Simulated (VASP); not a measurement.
Here is a VASP 6.6.1 calculation.

File INCAR:

```
  PREC = Accurate
  ENCUT = 520
  EDIFF = 1E-6
  ISMEAR = 0
  SIGMA = 0.2
  LREAL = F
  LASPH = T
  NELM = 100
  ALGO = Normal
  ISIF = 2
  LWAVE = F
  LCHARG = T
  GGA = PE
  LELF = T
  LVHAR = T
  NBANDS = 38
```

KPOINTS

```
regular mesh
0
Gamma
  4 4 4
```

The input POSCAR:

```
Zr4Ag
1.0
    5.8471199007      0.0000000000      0.0000000000
   -2.9235599503      5.0637543729      0.0000000000
    0.0000000000      0.0000000000      5.2163121645
Zr Ag
4 1
Direct
    0.8347669095      0.1652330905      0.0000000000
    0.8347669095      0.6695338190      0.0000000000
    0.3304661810      0.1652330905      0.0000000000
    0.3333333333      0.6666666667      0.0000000000
    0.3333333333      0.6666666667      0.5000000000
```

Potentials or basis: VASP PAW PBE potentials, release 64 (Zr_sv, Ag).

Run with:

```bash
$ cat potpaw_PBE.64/Zr_sv/POTCAR potpaw_PBE.64/Ag/POTCAR > POTCAR
$ mpirun -np 1 vasp_std > vasp.out
```

Problem. Predict the band gap on the k mesh.

Solution. Zero (an odd number of electrons rules out a gap without spin polarisation).

Problem. Predict the pressure.

Solution. 0.0 GPa.
